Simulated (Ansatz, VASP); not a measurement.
Te in VASP and in Ansatz

The input POSCAR:

```
Te
1.0
    2.3059043427      1.3313144930      1.6909537039
   -2.3059043427      1.3313144930      1.6909537039
    0.0000000000     -2.6626289860      1.6909537039
Te
1
Direct
    0.5000000000      0.5000000000      0.5000000000
```

File INCAR.step1:

```
PREC = Accurate
ENCUT = 520
EDIFF = 1E-5
ISMEAR = -1
SIGMA = 0.05
LREAL = F
LASPH = T
NELM = 80
ALGO = Normal
ISIF = 2
LWAVE = T
LCHARG = F
NBANDS = 9
GGA = PE
```

The input INCAR.step2:

```
PREC = Accurate
ENCUT = 520
EDIFF = 1E-6
ISMEAR = -1
SIGMA = 0.05
LREAL = F
LASPH = T
NELM = 80
ALGO = Normal
ISIF = 2
LWAVE = F
LCHARG = F
GGA = PE
LHFCALC = T
AEXX = 0.25
PRECFOCK = Normal
NBANDS = 9
ISTART = 1
```

KPOINTS

```
regular mesh
0
Gamma
  6 6 6
```

File input.yaml:

```yaml
crystal:
  lattice:
    - [2.3059043427, 1.331314493, 1.6909537039]
    - [-2.3059043427, 1.331314493, 1.6909537039]
    - [0.0, -2.662628986, 1.6909537039]
  atoms:
    - { symbol: Te, position: [0.5, 0.5, 0.5] }
kpoints:
  mp_grid: { grid: [6, 6, 6] }
scf:
  occupations: { method: fermi_dirac, width: 0.05 }
hamiltonian:
  xc: pbe0
  pseudopotentials: { kind: all_electron, datasets: crystal }
output:
  forces: true
  stress: true
```

Alike in both runs: task single point; functional PBE0; k mesh 6 × 6 × 6; occupations fermi-dirac, width 0.05 eV; no spin polarisation.

|  | VASP | Ansatz |
| --- | --- | --- |
| version | VASP 6.6.1 | Ansatz 0.2.0 |
| potentials or method | VASP PAW PBE potentials, release 64 (Te), cutoff 520 eV | all-electron PAW datasets made for the crystal |

Ansatz gave:

| Item | Value |
| --- | --- |
| gap on the k mesh at the Fermi level (eV) | none |
| pressure (GPa) | -0.5 |
| traceless stress, the component that is largest in VASP (GPa) | 1.40 |

What did VASP give for the same quantities?

gap on the k mesh at the Fermi level (eV): none; pressure (GPa): -1.2; traceless stress, the component that is largest in VASP (GPa): 1.46.

A gap of «none» marks a metal or a gap that the smearing closes. Ansatz ran all-electron here, and VASP with PAW potentials.

Spin-orbit coupling is off throughout. Noted on Ansatz's run: the k mesh is thin for a metal, which can move the energy by tens of meV per atom.
